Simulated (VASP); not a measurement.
Here is a VASP 6.6.1 calculation.

The input INCAR:

```
SYSTEM = FeO
  PREC = Accurate
  ENCUT = 520
  EDIFF = 1E-6
  ISMEAR = -1
  SIGMA = 0.05
  LREAL = .False.
  LASPH = .True.
  NELM = 150
  ALGO = Normal
  ISIF = 2
  LWAVE = .False.
  LCHARG = .False.
  ISPIN = 2
  MAGMOM = 3 0
  LORBIT = 11
  LMAXMIX = 4
  GGA = PS
  NBANDS = 18
```

KPOINTS

```
Automatic mesh
0
Gamma
  9 9 9
  0 0 0
```

POSCAR

```
FeO
1.0
    0.0000000000      2.2416160000      2.1554000000
    2.2416160000      0.0000000000      2.1554000000
    2.2416160000      2.2416160000      0.0000000000
Fe O
1 1
Direct
    0.0000000000      0.0000000000      0.0000000000
    0.5000000000      0.5000000000      0.5000000000
```

Potentials or basis: VASP PAW PBE potentials, release 64 (Fe, O).

Command:

```bash
$ cat potpaw_PBE.64/Fe/POTCAR potpaw_PBE.64/O/POTCAR > POTCAR
$ mpirun -np 1 vasp_std > vasp.out
```

Q: Estimate the band gap on the k mesh.

A: Zero (filled and empty bands overlap).

Q: What does it give for the site moments?

A: Fe +3.62; O +0.29 μB.

Q: Estimate the pressure.

A: -19.1 GPa.

Q: Estimate the net moment.

A: 4.00 μB per cell.

Stress tensor (GPa, compression positive):
```
-19.51   0.00   0.00
  0.00 -19.51   0.00
  0.00   0.00 -18.19
```

Caveat: the PAW data sets were made with another functional, which shifts forces and pressure a little; a cell with one magnetic atom can't hold antiferromagnetic order, which such compounds often take; semilocal functionals often make such compounds metallic where correlation or magnetic order opens a gap, which also shifts bond lengths. With open d or f shells a metallic result of PBEsol can be an artefact of self-interaction; +U or a hybrid may open a gap.
